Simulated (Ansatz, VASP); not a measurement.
## K in VASP and in Ansatz

```
K
1.0
     0.00000    3.43651    3.43651
     3.43651    0.00000    3.43651
     3.43651    3.43651    0.00000
K
1
Direct
  0.00000 0.00000 0.00000
```

Change from the starting cell: volume scaled by 1.04, crystal datasets.

Alike in both runs: task electric field gradients; functional r2SCAN; k mesh 11 × 11 × 11; occupations fermi-dirac, width 0.05 eV; no spin polarisation.

|  | VASP | Ansatz |
| --- | --- | --- |
| version | VASP 6.6.1 | Ansatz 0.2.0 |
| potentials or method | VASP PAW PBE potentials, release 64 (K_sv), cutoff 520 eV | all-electron PAW with datasets made for the crystal, scalar-relativistic |

|  | VASP | Ansatz | Ansatz less VASP |
| --- | --- | --- | --- |
| pressure (GPa) | -0.2 | -0.2 | +0.02 |

VASP's potentials were made for PBE, not for r2SCAN. Ansatz ran all-electron here, and VASP with PAW potentials.
